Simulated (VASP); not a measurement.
Set up this calculation in VASP 6.6.1, as the native input.

* Task: single point
* Functional: PBEsol
* Potentials or basis: VASP PAW PBE potentials, release 64 (Pb_d, S)
* Cutoff: 500 eV
* k mesh: 6 × 6 × 6
* Occupations: gaussian, width 0.01 eV
* Spin: non-collinear spin, zero start, spin-orbit coupling
* Starting moments: [[0.0, 0.0, 0.0], [0.0, 0.0, 0.0], [0.0, 0.0, 0.0], [0.0, 0.0, 0.0]] μB
* Dipole correction: no
* Further INCAR settings: ALGO = Normal; EDIFF = 1e-06; NBANDS = 54

The structure of PbS lies in POSCAR:

```
PbS
1.0
    2.0799530000     -5.9912970000      0.0000000000
    2.0799530000      5.9912970000      0.0000000000
    0.0000000000      0.0000000000      4.2793210000
Pb S
2 2
Direct
    0.8694370000      0.1305630000      0.7500000000
    0.1305630000      0.8694370000      0.2500000000
    0.6452030000      0.3547970000      0.7500000000
    0.3547970000      0.6452030000      0.2500000000
```

One way to write it, as run:

INCAR

```
PREC     = Accurate       # precision mode
ENCUT    = 500            # plane-wave cutoff, eV
EDIFF    = 1E-6           # SCF threshold, eV
ISMEAR   = 0              # smearing method
SIGMA    = 0.01           # smearing width, eV
LREAL    = F              # projectors in reciprocal space
LASPH    = T              # aspherical terms in the spheres
NELM     = 200            # most SCF steps
ALGO     = Normal         # electronic algorithm
ISIF     = 2              # what is computed and relaxed
LWAVE    = F              # write WAVECAR
LCHARG   = T              # write CHGCAR
LNONCOLLINEAR= T              # non-collinear magnetism
MAGMOM   = 0 0 0 0 0 0 0 0 0 0 0 0 # initial moments
LORBIT   = 11             # projections on sites
LSORBIT  = T              # spin-orbit coupling
GGA_COMPAT= F            
LORBMOM  = T            
GGA      = PS             # functional
LVHAR    = T            
NBANDS   = 54             # bands
```

KPOINTS

```
regular mesh
0
Gamma
  6 6 6
```

Potentials or basis: VASP PAW PBE potentials, release 64 (Pb_d, S).

Command:

```console
$ cat potpaw_PBE.64/Pb_d/POTCAR potpaw_PBE.64/S/POTCAR > POTCAR
$ mpirun -np 1 vasp_ncl > vasp.out
```

It gave:

* Pressure: -2.0 GPa
* Largest force: 0.078 eV/Å
* Net moment: 0.00 μB per cell
* Valence electrons inside the program's atomic spheres: Pb 11.85; S 3.65

Caveat: the PAW data sets were made with another functional, which shifts forces and pressure a little.

Run time: 5 min on 1 thread of AMD EPYC 9R45 96-Core Processor (Zen 5), on a shared host, peak memory 0.74 GiB.
